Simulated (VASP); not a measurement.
# B3Rh: relaxation of cell and atoms with PBE

B3Rh:

```
B Rh
1.0
     3.50976    0.00000    0.00000
     0.00000    3.50976    0.00000
     0.00000    0.00000    3.50976
B Rh
3 1
Cartesian
  0.0000 1.7549 1.7549
  1.7549 0.0000 1.7549
  1.7549 1.7549 0.0000
  1.7549 1.7549 1.7549
```

* Program: VASP 6.6.1
* Task: relaxation of cell and atoms
* Functional: PBE
* Potentials or basis: VASP PAW PBE potentials, release 64 (B, Rh_pv)
* Cutoff: 600 eV
* k mesh: 6 × 6 × 6
* Occupations: gaussian, width 0.1 eV
* Spin: no spin polarisation
* Dipole correction: no
* Further INCAR settings: ALGO = Normal; EDIFF = 1e-06; IBRION = 2; EDIFFG = -0.04; NSW = 90; ISIF = 3

```yaml
Relaxed_volume: 16.36 Å³/atom
Relaxed_cell: a = 4.030 Å, b = 4.030 Å, c = 4.030 Å, α = 90.00°, β = 90.00°, γ = 90.00°
Space_group_after_relaxing_to_0.05_Å: Pm-3m (No. 221)
Energy_gained_by_relaxing: 1400.4 meV/atom
Ionic_steps: 5
Pressure_after_relaxing: 0.1 GPa
Band_gap_on_the_k_mesh: 0.79 eV, direct
```

The path:
```tsv
step	energy change (eV)	largest force (eV/Å)	pressure (GPa)	volume (Å³)
1	0.0000	0.0000	112.54	43.23
2	-1.0907	0.0000	-19.60	110.27
3	-5.5319	0.0000	-3.78	67.77
4	-5.5973	0.0000	-1.57	66.36
5	-5.6016	0.0000	0.12	65.43
```

Final structure:
```yaml
crystal:
  lattice:
    - [4.02967, 0.00000, 0.00000]
    - [0.00000, 4.02967, 0.00000]
    - [0.00000, 0.00000, 4.02967]
  atoms:
    - { symbol: B, position: [0.00000, 0.50000, 0.50000] }
    - { symbol: B, position: [0.50000, 0.00000, 0.50000] }
    - { symbol: B, position: [0.50000, 0.50000, 0.00000] }
    - { symbol: Rh, position: [0.50000, 0.50000, 0.50000] }
```

Levels at points of the mesh, in eV from the valence-band top:
| k point | band 9 | band 10 | band 11 | band 12 | band 13 | band 14 | band 15 | band 16 |
| --- | --- | --- | --- | --- | --- | --- | --- | --- |
| (0.00, 0.00, 0.00) | -3.93 | -2.32 | -2.32 | -2.32 | 2.18 | 2.18 | 2.18 | 2.29 |
| (0.50, 0.00, 0.00) | -4.79 | -3.91 | -1.35 | -1.35 | 0.96 | 1.33 | 2.79 | 3.01 |
| (0.50, 0.50, 0.00) | -5.91 | -4.74 | -4.74 | 0.00 | 0.79 | 1.40 | 1.40 | 3.20 |
| (0.50, 0.50, 0.50) | -5.57 | -5.57 | -5.57 | -5.30 | 1.17 | 1.17 | 1.17 | 4.80 |

Run time: 2.4 min on 1 thread of AMD EPYC 7R13, on a shared host, peak memory 0.14 GiB.

Caveat: the volume moved by over 15 % at a fixed basis, so the end points are rough. A k mesh can miss the band edges.
